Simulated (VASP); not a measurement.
A run of VASP 6.6.1 is set up as follows.

INCAR

```
PREC     = Accurate       # precision mode
ENCUT    = 520            # plane-wave cutoff, eV
EDIFF    = 1E-6           # SCF threshold, eV
ISMEAR   = 0              # smearing method
SIGMA    = 0.05           # smearing width, eV
LREAL    = False          # projectors in reciprocal space
LASPH    = True           # aspherical terms in the spheres
NELM     = 60             # most SCF steps
ALGO     = Normal         # electronic algorithm
ISIF     = 2              # what is computed and relaxed
LWAVE    = False          # write WAVECAR
LCHARG   = False          # write CHGCAR
GGA      = PS             # functional
NBANDS   = 13             # bands
```

File KPOINTS:

```
Automatic mesh
0
Gamma
  18 18 18
```

Contents of POSCAR:

```
FeSi
1.0
    2.5777887352      0.0000000000      0.0000000000
    0.0000000000      2.5777887352      0.0000000000
    0.0000000000      0.0000000000      2.5777887352
Fe Si
1 1
Direct
    0.0000000000      0.0000000000      0.0000000000
    0.5000000000      0.5000000000      0.5000000000
```

Potentials or basis: VASP PAW PBE potentials, release 64 (Fe, Si).

Run with:

```console
$ cat potpaw_PBE.64/Fe/POTCAR potpaw_PBE.64/Si/POTCAR > POTCAR
$ mpirun -np 1 vasp_std > vasp.out
```

Problem. Estimate the pressure.

Solution. 68.2 GPa.

Problem. What does it give for the band gap on the k mesh?

Solution. Zero (band 6 reaches 14.73 eV, above the bottom of band 7 at 14.11 eV).

Caveat: the PAW data sets were made with another functional, which shifts forces and pressure a little. Spin polarisation is off, so any magnetic state and its effect on volume and gap are missing.
